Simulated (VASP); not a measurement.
# Be (P6/mmm) in VASP: a series of runs, part 2 of 2

VASP 6.6.1. The steps go on from the part before.

### 4 Relaxation of cell and atoms, PBEsol, target pressure 470 GPa, at which the enthalpy is minimised

This run uses another cell than the first one: it holds 3 atoms, not 1.

INCAR reads:

```
ALGO = Normal
EDIFF = 1E-7
EDIFFG = -0.005
ENCUT = 600
GGA = PS
IBRION = 2
ISIF = 3
ISMEAR = -1
LASPH = True
LCHARG = False
LREAL = False
LWAVE = False
NELM = 60
NSW = 60
PREC = Accurate
PSTRESS = 4700.0
SIGMA = 0.05
```

KPOINTS reads:

```
k-points
0
Gamma
  14 14 19
```

POSCAR reads:

```
Be
1.0
    2.6207018070      0.0000000000      0.0000000000
   -1.3103509035      2.2695943406      0.0000000000
    0.0000000000      0.0000000000      1.6248351204
Be
3
Direct
    0.0000000000      0.0000000000      0.0000000000
    0.3333333333      0.6666666667      0.5000000000
    0.6666666667      0.3333333333      0.5000000000
```

Potentials or basis: VASP PAW PBE potentials, release 64 (Be).

Launch:

```
$ cat potpaw_PBE.64/Be/POTCAR > POTCAR
$ mpirun -np 1 vasp_std > vasp.out
```

OUTCAR:

```text
EDIFF = 1E-7
   EDIFFG = -0.005
   ENCUT = 600
   GGA = PS
   IBRION = 2
   ISIF = 3
   ISMEAR = -1
   LASPH = True
   LREAL = False
   NELM = 60
   NSW = 60
   PREC = Accurate
   PSTRESS = 4700.0

 ion  position               nearest neighbor table
   1  0.000  0.000  0.000-   2 1.72   3 1.72   2 1.72   3 1.72   2 1.72   2 1.72   3 1.72   3 1.72
                             3 1.72   3 1.72   2 1.72   2 1.72
   2  0.333  0.667  0.500-   3 1.51   3 1.51   3 1.51   1 1.72   1 1.72   1 1.72   1 1.72   1 1.72
                             1 1.72   3 2.22   3 2.22   3 2.22   3 2.22   3 2.22   3 2.22
   3  0.667  0.333  0.500-   2 1.51   2 1.51   2 1.51   1 1.72   1 1.72   1 1.72   1 1.72   1 1.72
                             1 1.72   2 2.22   2 2.22   2 2.22   2 2.22   2 2.22   2 2.22

  LATTYP: Found a hexagonal cell.
 ALAT       =     2.6207018070
[... 389 lines left out ...]

 E-fermi :  18.5368     XC(G=0): -13.9562

 val. band max:       18.5254316990   @ k =   0.4286   0.0714   0.3684
 cond. band min:      18.5367796469   @ k =   0.2857  -0.0000   0.4737
 fundamental gap:      0.0113479479
 Fermi energy:        18.5367784546

 k-point     1 :       0.0000    0.0000    0.0000
  band No.  band energies     occupation
      1       1.3219      2.00000
      2      14.7642      2.00000
      3      14.7642      2.00000
      4      15.0959      2.00000
      5      15.0959      2.00000
      6      33.0510      0.00000
      7      35.0231      0.00000
[... 221 lines left out ...]
 k-point    24 :       0.3571    0.2857    0.0000
  band No.  band energies     occupation
      1       4.8415      2.00000
      2       5.0009      2.00000
      3       5.7280      2.00000
      4      28.7698      0.00000
      5      31.4054      0.00000
      6      31.4067      0.00000
      7      44.9523      0.00000

 [... further k-points ...]

------------------------ aborting loop because EDIFF is reached ----------------------------------------

  FORCE on cell =-STRESS in cart. coord.  units (eV):
  Direction    XX          YY          ZZ          XY          YZ          ZX
  --------------------------------------------------------------------------------------
  -------------------------------------------------------------------------------------
  Total       28.5949001     28.5949001     28.5775669      0.0000000      0.0000000      0.0000000
  in kB     4701.3596008   4701.3596007   4698.5098181      0.0000000      0.0000000      0.0000000
  external PRESSURE =       0.4096732 kB  Pullay stress =    4700.0000000 kB
[... 22 lines left out ...]
  energy  without entropy=       -0.7958458134  energy(sigma->0) =       -0.79713066

  enthalpy is  TOTEN    =        27.7882151007 eV   P V=       28.5866306108

 reached required accuracy - stopping structural energy minimisation
```

Wall time 68 s (1 thread of Intel Xeon 8259CL, shared host); peak memory 0.14 GiB.

What came out:

```
Free energy                                                : -0.7984 eV
Relaxed volume                                             : 3.25 Å³/atom
Relaxed cell                                               : a = 2.664 Å, b = 2.664 Å, c = 1.586 Å, α = 90.00°, β = 90.00°, γ = 120.00°
Space group after relaxing (to 0.1 Å)                      : P6/mmm (No. 191)
Energy change on relaxing (the run minimises the enthalpy) : -105.3 meV/atom
Ionic steps                                                : 6
Pressure after relaxing                                    : 470.0 GPa
Band gap on the k mesh                                     : zero (bands 3 and 4 overlap by 10.38 eV)
```

Stress tensor (GPa, compression positive):
```
470.14   0.00   0.00
  0.00 470.14   0.00
  0.00   0.00 469.85
```

The path:
```tsv
step	energy change (eV)	largest force (eV/Å)	pressure (GPa)	volume (Å³)
1	0.0000	0.0000	482.50	9.66
2	-0.8931	0.0000	438.56	9.99
3	-0.5045	0.0000	461.46	9.81
4	-0.4943	0.0000	461.94	9.81
5	0.0809	0.0000	488.11	9.61
6	-0.3159	0.0000	470.04	9.74
```

Final structure:
```yaml
crystal:
  lattice:
    - [2.66377, 0.00000, 0.00000]
    - [-1.33189, 2.30690, 0.00000]
    - [0.00000, 0.00000, 1.58581]
  atoms:
    - { symbol: Be, position: [0.00000, 0.00000, 0.00000] }
    - { symbol: Be, position: [0.33333, 0.66667, 0.50000] }
    - { symbol: Be, position: [0.66667, 0.33333, 0.50000] }
```

Levels at points of the mesh, in eV from the Fermi level:
| k point | band 1 | band 2 | band 3 | band 4 | band 5 | band 6 |
| --- | --- | --- | --- | --- | --- | --- |
| (0.00, 0.00, 0.00) | -17.21 | -3.77 | -3.77 | -3.44 | -3.44 | 14.51 |
| (0.50, 0.00, 0.00) | -14.29 | -14.18 | -10.57 | 4.62 | 16.76 | 17.06 |

Caveat: the cell is relaxed towards a set pressure, so the run minimises the enthalpy, not the energy; the PAW data sets were made with another functional, which shifts forces and pressure a little.

### 5 Relaxation of cell and atoms, PBEsol, target pressure 470 GPa, at which the enthalpy is minimised

This run uses another cell than the first one: it holds 3 atoms, not 1.

INCAR reads:

```
SYSTEM = Be
PREC = Accurate
ENCUT = 600
EDIFF = 1E-6
ISMEAR = -1
SIGMA = 0.05
LREAL = .FALSE.
LASPH = .TRUE.
NELM = 60
ALGO = Normal
ISIF = 3
LWAVE = .FALSE.
LCHARG = .FALSE.
GGA = PS
IBRION = 2
NSW = 32
EDIFFG = -0.005
PSTRESS = 4700.0
```

KPOINTS reads:

```
Automatic mesh
0
G
  14 14 19
  0 0 0
```

POSCAR reads:

```
Be
1.0
    2.6597125869      0.0000000000      0.0000000000
   -1.3298562934      2.3033786670      0.0000000000
    0.0000000000      0.0000000000      1.5831664552
Be
3
Direct
    0.0000000000      0.0000000000      0.0000000000
    0.3333333333      0.6666666667      0.5000000000
    0.6666666667      0.3333333333      0.5000000000
```

Launch:

```
$ cat potpaw_PBE.64/Be/POTCAR > POTCAR
$ mpirun -np 1 vasp_std > vasp.out
```

Run time: 28 s. Hardware: 1 thread of Intel Xeon 8259CL, shared host; peak memory 0.13 GiB.

It converged, with:

```
Free energy                                                : -0.7993 eV
Relaxed volume                                             : 3.25 Å³/atom
Relaxed cell                                               : a = 2.664 Å, b = 2.664 Å, c = 1.586 Å, α = 90.00°, β = 90.00°, γ = 120.00°
Space group after relaxing (to 0.1 Å)                      : P6/mmm (No. 191)
Energy change on relaxing (the run minimises the enthalpy) : -45.4 meV/atom
Ionic steps                                                : 3
Pressure after relaxing                                    : 470.0 GPa
Band gap on the k mesh                                     : zero (bands 3 and 4 overlap by 10.38 eV)
```

Stress tensor (GPa, compression positive):
```
469.96   0.00   0.00
  0.00 469.96   0.00
  0.00   0.00 470.06
```

Step by step:
```tsv
step	energy change (eV)	largest force (eV/Å)	pressure (GPa)	volume (Å³)
1	0.0000	0.0000	476.23	9.70
2	-0.5150	0.0000	452.75	9.88
3	-0.1363	0.0000	470.00	9.75
```

Final structure:
```cif
data_structure
_symmetry_space_group_name_H-M 'P 1'
_symmetry_Int_Tables_number 1
_cell_length_a 2.6640
_cell_length_b 2.6640
_cell_length_c 1.5856
_cell_angle_alpha 90.000
_cell_angle_beta 90.000
_cell_angle_gamma 120.000
_cell_volume 9.75
loop_
_atom_site_label
_atom_site_type_symbol
_atom_site_fract_x
_atom_site_fract_y
_atom_site_fract_z
_atom_site_occupancy
Be1 Be 0.00000 0.00000 0.00000 1
Be2 Be 0.33333 0.66667 0.50000 1
Be3 Be 0.66667 0.33333 0.50000 1
```

Levels at points of the mesh, in eV from the Fermi level:
| k point | band 1 | band 2 | band 3 | band 4 | band 5 | band 6 | band 7 |
| --- | --- | --- | --- | --- | --- | --- | --- |
| (0.00, 0.00, 0.00) | -17.21 | -3.77 | -3.77 | -3.44 | -3.44 | 14.51 | 16.48 |
| (0.50, 0.00, 0.00) | -14.29 | -14.18 | -10.57 | 4.62 | 16.75 | 17.05 | 22.83 |

Caveat: the cell is relaxed towards a set pressure, so the run minimises the enthalpy, not the energy; the PAW data sets were made with another functional, which shifts forces and pressure a little.

### 6 Overview

```csv
cell,k mesh,gap on the mesh (eV),pressure (GPa)
"relaxed to 470 GPa from a = 1.585, b = 1.585, c = 1.490 Å, angles 90.0, 90.0, 120.0°, 1 atom, atomic positions A",27 × 27 × 25,none,470.0
"relaxed to 470 GPa from a = 1.606, b = 1.606, c = 1.477 Å, angles 90.0, 90.0, 120.0°, 1 atom, atomic positions A",27 × 27 × 25,none,470.1
"relaxed to 470 GPa from a = 2.621, b = 2.621, c = 1.625 Å, angles 90.0, 90.0, 120.0°, 3 atoms, atomic positions B",14 × 14 × 19,none,470.0
"relaxed to 470 GPa from a = 2.660, b = 2.660, c = 1.583 Å, angles 90.0, 90.0, 120.0°, 3 atoms, atomic positions B",14 × 14 × 19,none,470.0
```

Alike in all rows: task relaxation of cell and atoms; level PBEsol; potentials or basis VASP PAW PBE potentials, release 64 (Be); no spin polarisation; cutoff (eV) 600; smearing fermi-dirac 0.05 eV.

Caveats: the cell is relaxed towards a set pressure, so the run minimises the enthalpy, not the energy; the PAW data sets were made with another functional, which shifts forces and pressure a little.

Total energies depend on the potentials used, so only differences within one code and one set of settings carry meaning.
